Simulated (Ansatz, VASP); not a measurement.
# One calculation of AlCu3, two programs

```xyz
4
Lattice="3.6319 0.0000 0.0000 0.0000 3.6319 0.0000 0.0000 0.0000 3.6319" Properties=species:S:1:pos:R:3 pbc="T T T"
Al    0.0594    0.0000    0.0000
Cu    1.8483    1.8159    0.0000
Cu    1.8483    0.0000    1.8159
Cu   -0.0900    1.8159    1.8159
```

Change from the starting cell: mode 7 (198.7 1/cm) frozen in, largest displacement +0.090 Å.

Alike in both runs: task single point; functional PBEsol; k mesh 14 × 14 × 14; occupations gaussian, width 0.15 eV; no spin polarisation.

|  | VASP | Ansatz |
| --- | --- | --- |
| version | VASP 6.6.1 | Ansatz 0.2.0 |
| potentials or method | VASP PAW PBE potentials, release 64 (Al, Cu), cutoff 520 eV | scalar-relativistic, plane waves, PAW |
| valence electrons in the cell | 36 | 60 |

Ansatz gave:

```
gap on the k mesh at the Fermi level (eV) : none
pressure (GPa)                            : 0.7
rms of the force components (eV/Å)        : 0.280
```

Q: What did VASP give for the same quantities?

A: gap on the k mesh at the Fermi level (eV): none; pressure (GPa): 1.2; rms of the force components (eV/Å): 0.280.

VASP's potentials were made for PBE, not for PBEsol. Atom by atom the forces differ by 0.000 eV/Å (rms over components). A gap of «none» marks a metal or a gap that the smearing closes. VASP's potentials hold 36 valence electrons a cell and Ansatz's 60, so a difference there can come from the potentials and not from the codes.
